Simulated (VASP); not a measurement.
Here is a VASP 6.6.1 calculation.

The input INCAR:

```
SYSTEM = SiNi
ALGO     = Normal         ! electronic algorithm
EDIFF    = 1E-6           ! SCF threshold, eV
ENCUT    = 520            ! plane-wave cutoff, eV
GGA      = PE             ! functional
ISIF     = 2              ! what is computed and relaxed
ISMEAR   = -1             ! smearing method
LASPH    = .True.         ! aspherical terms in the spheres
LCHARG   = .False.        ! write CHGCAR
LREAL    = Auto         
LWAVE    = .False.        ! write WAVECAR
NBANDS   = 70             ! bands
NELM     = 60             ! most SCF steps
PREC     = Accurate       ! precision mode
SIGMA    = 0.3            ! smearing width, eV
```

KPOINTS

```
k-points
0
Gamma
  2 2 2
  0 0 0
```

File POSCAR:

```
SiNi
1.0
    0.0000000000      4.6419370000      4.6419370000
    4.6419370000      0.0000000000      4.6419370000
    4.6419370000      4.6419370000      0.0000000000
Si Ni
8 8
Direct
    0.4764821237      0.3326413090      0.3723445622
    0.8995059606      0.4155054237      0.2577480048
    0.2572740647      0.9372488252      0.5085269361
    0.2865075506      0.3419800829      0.8948527307
    0.9637463843      0.9633370724      0.9289764165
    0.3620579082      0.9974392156      0.8047610297
    0.8767783794      0.4223344694      0.8278117519
    0.7890779216      0.7299431250      0.4742524511
    0.0802682156     -0.0432147183      0.2422695526
    0.5674139912      0.0685274272      0.1523717362
    0.2716753803      0.5894952904      0.0667393806
    0.1426021077      0.2825436881      0.5280661931
    0.5491242126      0.5391714709      0.6111026496
    0.0076261268      0.6681693440      0.7048350721
    0.7912106519      0.1587591559      0.6326992374
    0.6324622674      0.6693649655      0.0287487745
```

Potentials or basis: VASP PAW PBE potentials, release 64 (Si, Ni).

Launch:

```bash
$ cat potpaw_PBE.64/Si/POTCAR potpaw_PBE.64/Ni/POTCAR > POTCAR
$ mpirun -np 1 vasp_std > vasp.out
```

Problem. Estimate the pressure.

Solution. 13.6 GPa.

Problem. What does it give for the band gap on the k mesh?

Solution. Zero (band 56 reaches 10.45 eV, above the bottom of band 57 at 9.78 eV).

Problem. Predict the largest force.

Solution. 9.082 eV/Å.

Forces in eV/Å, atoms in the order of the input:
```
Si  -0.855  1.395  3.615
Si  -0.353 -0.329  0.790
Si  -3.151 -0.201 -1.881
Si   0.183  1.448 -0.982
Si   0.291  0.790 -0.872
Si  -0.197  1.639 -0.246
Si  -1.581  1.190 -8.864
Si   0.155 -1.206  3.717
Ni   0.098 -0.293  0.348
Ni   0.771 -0.391 -0.040
Ni   0.166 -0.093 -0.334
Ni   1.069 -2.115  0.037
Ni   1.315 -2.346 -0.140
Ni   1.567 -0.156  8.282
Ni  -2.152  0.916 -2.475
Ni   2.672 -0.247 -0.955
```

Caveat: the k points lie up to 0.59 Å⁻¹ apart; forces of over 1 eV/Å act on the atoms, so gaps and moduli don't describe the material at rest. Spin polarisation is off, so any magnetic state and its effect on volume and gap are missing.
